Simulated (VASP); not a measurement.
Runs of VASP 6.6.1 on PbO. The structure is that of space group P4/nmm (No. 129), or close to it. The cells are those of the table. 

```csv
task,cell,gap on the mesh (eV),pressure (GPa),largest force (eV/Å)
electric field gradients,"a = 3.895, b = 3.895, c = 5.022 Å, 4 atoms",1.33,2.3,0.41
electric field gradients,"a = 3.935, b = 3.935, c = 5.022 Å, 4 atoms",1.39,0.2,0.15
single point,"a = 3.975, b = 3.975, c = 5.023 Å, angles 91.1°, 4 atoms",1.42,(a),0.20
single point,"a = 3.974, b = 3.974, c = 5.022 Å, angles 90.6°, 4 atoms",1.44,-1.6,0.13
single point,"a = 3.895, b = 3.895, c = 5.022 Å, 4 atoms",1.33,2.3,0.41
single point,"a = 3.935, b = 3.935, c = 5.022 Å, 4 atoms",1.39,0.2,0.15
```

Alike in all rows: level LDA; potentials or basis VASP PAW LDA potentials, release 64 (Pb_d, O); no spin polarisation; k mesh 7 × 7 × 6; cutoff (eV) 520; smearing fermi-dirac 0.03 eV.

**Question.** Fill in the values left out.

**Answer.** (a) -1.5.

Caveats: spin-orbit coupling is left out, which moves the levels of the heavy elements.

A k mesh can miss the band edges, and the runs leave out spin-orbit coupling on Pb.
